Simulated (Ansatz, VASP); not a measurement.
**Na2W5: VASP beside Ansatz**

```
CELL_PARAMETERS angstrom
3.43661 0.00000 0.00000
0.00000 3.43661 0.00000
0.00000 0.00000 11.47431
ATOMIC_POSITIONS crystal
Na 0.00000 0.00000 0.50000
Na 0.50000 0.50000 0.00000
W 0.00000 0.00000 0.18287
W 0.00000 0.00000 0.81713
W 0.50000 0.50000 0.27968
W 0.50000 0.50000 0.72032
W 0.50000 0.50000 0.50000
```

Alike in both runs: functional PBE; k mesh 4 × 4 × 2; occupations gaussian, width 0.1 eV; no spin polarisation.

Ansatz relaxed the structure, and its values are those at the end. VASP's run is a single point on that final structure, the one shown.

```csv
,VASP,Ansatz
version,VASP 6.6.1,Ansatz 0.2.0
potentials or method,"VASP PAW PBE potentials, release 64 (Na_pv, W_sv), cutoff 520 eV","scalar-relativistic, plane waves, PAW"
valence electrons in the cell,84,88
```

VASP gave:

| Quantity | Value |
| --- | --- |
| gap on the k mesh at the Fermi level (eV) | none |
| pressure (GPa) | 0.3 |
| rms of the force components (eV/Å) | 0.018 |

What did Ansatz give for the same quantities?

gap on the k mesh at the Fermi level (eV): none; pressure (GPa): -0.1; rms of the force components (eV/Å): 0.008.

A gap of «none» marks a metal or a gap that the smearing closes. VASP's potentials hold 84 valence electrons a cell and Ansatz's 88, so a difference there can come from the potentials and not from the codes.

The k mesh is coarse, so the values compare programs but aren't converged. Spin-orbit coupling is off throughout.
